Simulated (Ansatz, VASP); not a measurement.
Two plane-wave programs on Sr

```xyz
1
Lattice="0.0000 2.9990 2.9990 2.9990 0.0000 2.9990 2.9990 2.9990 0.0000" Properties=species:S:1:pos:R:3 pbc="T T T"
Sr    0.0000    0.0000    0.0000
```

Alike in both runs: task relaxation of cell and atoms; functional PBE; k mesh 12 × 12 × 12; occupations gaussian, width 0.1 eV; no spin polarisation.

|  | VASP | Ansatz |
| --- | --- | --- |
| version | VASP 6.6.1 | Ansatz 0.2.0 |
| potentials or method | VASP PAW PBE potentials, release 64 (Sr_sv), cutoff 600 eV | scalar-relativistic, plane waves, PAW |
| valence electrons in the cell | 10 | 10 |

VASP gave:

- gap on the k mesh at the Fermi level, each at its own relaxed structure (eV): none
- relaxed volume (Å³/atom): 54.83
- relaxed cell length with the largest relative difference (Å): 4.264

Q: Estimate Ansatz's values.

A: gap on the k mesh at the Fermi level, each at its own relaxed structure (eV): none; relaxed volume (Å³/atom): 54.72; relaxed cell length with the largest relative difference (Å): 4.261.

A gap of «none» marks a metal or a gap that the smearing closes.
